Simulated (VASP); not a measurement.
Here is a VASP 6.6.1 calculation.

The input INCAR:

```
  ALGO = Normal
  EDIFF = 1E-7
  ENCUT = 520
  GGA = PE
  ISIF = 2
  ISMEAR = -1
  LASPH = True
  LCHARG = False
  LREAL = False
  LWAVE = False
  NBANDS = 31
  NELM = 80
  PREC = Accurate
  SIGMA = 0.02
```

Contents of KPOINTS:

```
k-points
0
Gamma
  6 6 4
```

Contents of POSCAR:

```
LaLuAs2
1.0
    4.2706820446      0.0000000000      0.0000000000
    0.0000000000      4.2706820446      0.0000000000
    0.0000000000      0.0000000000      6.0133598941
La As Lu
1 2 1
Direct
    0.0000000000      0.0000000000      0.0000000000
    0.0000000000      0.0000000000      0.5000000000
    0.5000000000      0.5000000000      0.0000000000
    0.5000000000      0.5000000000      0.5000000000
```

Potentials or basis: VASP PAW PBE potentials, release 64 (La, As, Lu).

Launch:

```console
$ cat potpaw_PBE.64/La/POTCAR potpaw_PBE.64/As/POTCAR potpaw_PBE.64/Lu/POTCAR > POTCAR
$ mpirun -np 1 vasp_std > vasp.out
```

Question: Predict the pressure.

Answer: -1.9 GPa.

Question: What does it give for the band gap on the k mesh?

Answer: Zero (band 23 reaches 4.81 eV, above the bottom of band 24 at 4.44 eV).

Caveat: spin-orbit coupling is left out, which moves the levels of the heavy elements.
